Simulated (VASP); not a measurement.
AgI:

```
Ag I
1.0
     4.79040    0.00000    0.00000
    -2.39520    4.14861    0.00000
     0.00000    0.00000    7.82728
Ag I
2 2
Direct
  0.33333 0.66667 0.00000
  0.66667 0.33333 0.50000
  0.33333 0.66667 0.37500
  0.66667 0.33333 0.87500
```

This cell differs from its parent crystal: strain +3.0%.

Base run:

| Item | Value |
| --- | --- |
| Program | VASP 6.6.1 |
| Functional | r2SCAN |
| Potentials or basis | VASP PAW PBE potentials, release 64 (Ag, I) |
| Cutoff | 550 eV |
| k mesh | 6 × 6 × 4 |
| Occupations | gaussian, width 0.01 eV |
| Spin | no spin polarisation |

Its results: band gap on the k mesh 1.83 eV; pressure -2.1 GPa; largest force 0.005 eV/Å.

Q: The run is repeated on the same cell with these changes: functional from r2SCAN to HSE06; cutoff from 550 eV to 400 eV; k mesh from 6 × 6 × 4 to 6 × 6 × 2. What comes out?

A: Band gap on the k mesh 2.52 eV; pressure -1.7 GPa; largest force 0.004 eV/Å.

Several settings changed at once.

Caveats: the PAW data sets were made with another functional, which shifts forces and pressure a little; spin-orbit coupling is left out, which moves the levels of the heavy elements.

